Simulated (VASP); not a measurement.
# H6C2O in VASP: notebook, part 2 of 2

VASP 6.6.1. The steps go on from the part before.

### Step 3. Single point, PBE+D3(BJ)

INCAR

```
PREC = Accurate
ENCUT = 520
EDIFF = 1E-6
ISMEAR = -1
SIGMA = 0.02
LREAL = Auto
LASPH = T
NELM = 100
ALGO = Normal
ISIF = 2
LWAVE = F
LCHARG = F
GGA = PE
IVDW = 12
NBANDS = 64
```

KPOINTS

```
regular mesh
0
Gamma
  1 1 1
```

POSCAR

```
H6C2O
1.0
    7.5290720000      0.0000000000      0.0000000000
    0.0000000000      7.5290720000      0.0000000000
    0.0000000000      0.0000000000      7.5290720000
C O H
8 4 24
Direct
    0.2975798345      0.5639606050      0.5432010744
    0.4753308243      0.5675998317      0.6335707774
    0.9504757027      0.5023461059      0.2995588301
    0.8372346552      0.6756609580      0.3300672380
   -0.0389025367      0.8211503357      0.7713434006
    0.1065204317      0.8776247591      0.8951302365
    0.6544099990      0.1106643687      0.1381312332
    0.5389243190      0.2402155272      0.2094547641
    0.5192273364      0.4140218077      0.7052396364
    0.6500269887      0.6669480648      0.3148196750
    0.0573510255      1.0631721944      0.9823787048
    0.3543730223      0.2038631056      0.1543085257
    0.6494293055      0.4181524629      0.6987713758
    0.5611448529      0.6226663791      0.5319115025
    0.4535485914      0.6650886059      0.7538644869
    0.1910195573      0.5224548258      0.6343809702
    0.2935023068      0.6814916898      0.4622349209
    0.3198269322      0.4677468883      0.4397089044
    0.6015083931      0.6476096921      0.1896116812
    0.8363447713      0.6987049666      0.4737370024
    0.9069112369      0.7463071146      0.2169855727
    1.0723632341      0.5639871687      0.2331363015
    0.9927252655      0.4312350845      0.4197994122
    0.8696158039      0.4224823458      0.2182075029
    0.1491551681      1.1320385832      1.0010397032
    0.0784824478      0.7781437075      1.0203913577
    0.2395115892      0.9057955615      0.8640374272
   -0.0292997597      0.6738546264      0.7569857215
   -0.1903023374      0.8317094059      0.8370354275
   -0.0392877104      0.9008015862      0.6417789603
    0.3082318777      0.1256861403      0.2624360612
    0.5805894804      0.2481580731      0.3483563446
    0.5508381378      0.3764607378      0.1542686801
    0.6925289066      0.1260049047     -0.0025368332
    0.7711176092      0.0923486985      0.2519301183
    0.5633097944     -0.0289013042      0.1544944716
```

Potentials or basis: VASP PAW PBE potentials, release 64 (C, O, H).

Command:

```console
cat potpaw_PBE.64/C/POTCAR potpaw_PBE.64/O/POTCAR potpaw_PBE.64/H/POTCAR > POTCAR
mpirun -np 1 vasp_gam > vasp.out
```

OUTCAR:

```text
PREC = Accurate
   ENCUT = 520
   EDIFF = 1E-6
   ISMEAR = -1
   LREAL = Auto
   LASPH = T
   NELM = 100
   ISIF = 2
   GGA = PE
   IVDW = 12
 IVDW          = 12

 ion  position               nearest neighbor table
   1  0.298  0.564  0.543-  17 1.07  18 1.08  16 1.10   2 1.50
   2  0.475  0.568  0.634-  14 1.08  15 1.18   9 1.32   1 1.50
   3  0.950  0.502  0.300-  24 1.05  23 1.10  22 1.14   4 1.58
   4  0.837  0.676  0.330-  20 1.10  21 1.13  10 1.42   3 1.58
   5  0.961  0.821  0.771-  28 1.12  30 1.15  29 1.25   6 1.50
   6  0.107  0.878  0.895-  27 1.05  26 1.22   5 1.50  11 1.59
[... 331 lines left out ...]
  Total       3.16475     4.77632    -7.47024    -4.76225     5.37026     2.34587
  in kB      11.88024    17.92998   -28.04274   -17.87717    20.15958     8.80624
  external pressure =        0.59 kB  Pullay stress =        0.00 kB

 VOLUME and BASIS-vectors are now :
 -----------------------------------------------------------------------------
  energy-cutoff  :      520.00
  volume of cell :      426.80
      direct lattice vectors                 reciprocal lattice vectors
     7.529072000  0.000000000  0.000000000     0.132818493  0.000000000  0.000000000
     0.000000000  7.529072000  0.000000000     0.000000000  0.132818493  0.000000000
     0.000000000  0.000000000  7.529072000     0.000000000  0.000000000  0.132818493

 POSITION                                       TOTAL-FORCE (eV/Angst)
 -----------------------------------------------------------------------------------
      2.24050      4.24610      4.08980         0.905648     -1.073319     -0.086894
      3.57880      4.27350      4.77020        -2.840399      5.407768      1.142209
      7.15620      3.78220      2.25540         0.829804      1.810005      0.602605
      6.30360      5.08710      2.48510         0.798290     -1.494404     -0.567052
      7.23617      6.18250      5.80750        -2.264167      0.497021     -0.322181
      0.80200      6.60770      6.73950        -3.412225      1.218591      5.042437
[... 28 lines left out ...]
      5.80580      0.69530      1.89680        -1.427262      0.051993     -2.856164
      4.24120      7.31147      1.16320         2.003588      2.181750     -0.423919
 -----------------------------------------------------------------------------------
    total drift:                                0.000778      0.004411     -0.020900

  FREE ENERGIE OF THE ION-ELECTRON SYSTEM (eV)
  ---------------------------------------------------
  free  energy   TOTEN  =      -183.8653297717 eV

  energy  without entropy=     -183.8653297717  energy(sigma->0) =     -183.86532977
```

stdout:

```text
POSCAR found type information on POSCAR C O H
 POSCAR found :  3 types and      36 ions
 scaLAPACK will be used
 LDA part: xc-table for (Slater+PW92), standard interpolation
 POSCAR, INCAR and KPOINTS ok, starting setup
 FFT: planning ... GRIDC
 FFT: planning ... GRID_SOFT
 FFT: planning ... GRID
 WAVECAR not read
 entering main loop
```

It took 51 s on 1 thread of Intel Xeon Platinum 8488C (Sapphire Rapids), shared host; peak memory 0.38 GiB.

Results:

```
Free energy                : -183.8653 eV
Pressure                   : 0.1 GPa
Largest force              : 8.780 eV/Å
Band gap on the k mesh     : 4.05 eV
Dispersion energy per atom : -0.034 eV
```

Forces on the atoms (eV/Å):
```
C    0.906 -1.073 -0.087
C   -2.840  5.408  1.142
C    0.830  1.810  0.603
C    0.798 -1.494 -0.567
C   -2.264  0.497 -0.322
C   -3.412  1.219  5.042
C    1.858 -4.964  1.229
C   -1.800  2.889 -0.515
O    2.662 -4.048  0.997
O   -1.411 -0.334 -2.890
O   -6.224 -5.786 -2.206
O   -0.768 -1.617  3.935
H   -0.382 -0.861  0.474
H    0.598 -0.001  0.400
H    0.591 -0.126 -1.257
H   -0.122  0.488 -0.491
H   -0.992  1.083  0.229
H   -0.500 -1.074 -0.496
H    1.109  0.221  1.621
H    1.219  1.330 -0.263
H   -1.102  1.383  1.514
H   -0.802 -1.490  0.352
H   -0.220 -0.005 -0.103
H   -0.231 -1.254 -1.281
H    6.024  3.623  0.861
H    1.417  1.410 -1.830
H    1.510 -0.731 -0.994
H    0.209  0.613 -0.570
H    2.877  0.296 -0.918
H   -0.105 -1.026  1.004
H    0.579  1.578 -2.579
H   -1.481  0.266  0.696
H    0.554 -0.222  0.096
H    0.338 -0.243  0.455
H   -1.427  0.052 -2.856
H    2.004  2.182 -0.424
```

Levels at points of the mesh, in eV from the valence-band top:
| k point | band 38 | band 39 | band 40 | band 41 | band 42 | band 43 |
| --- | --- | --- | --- | --- | --- | --- |
| (0.00, 0.00, 0.00) | -0.45 | -0.12 | 0.00 | 4.05 | 4.98 | 5.41 |

Caveat: the k points lie up to 0.83 Å⁻¹ apart.
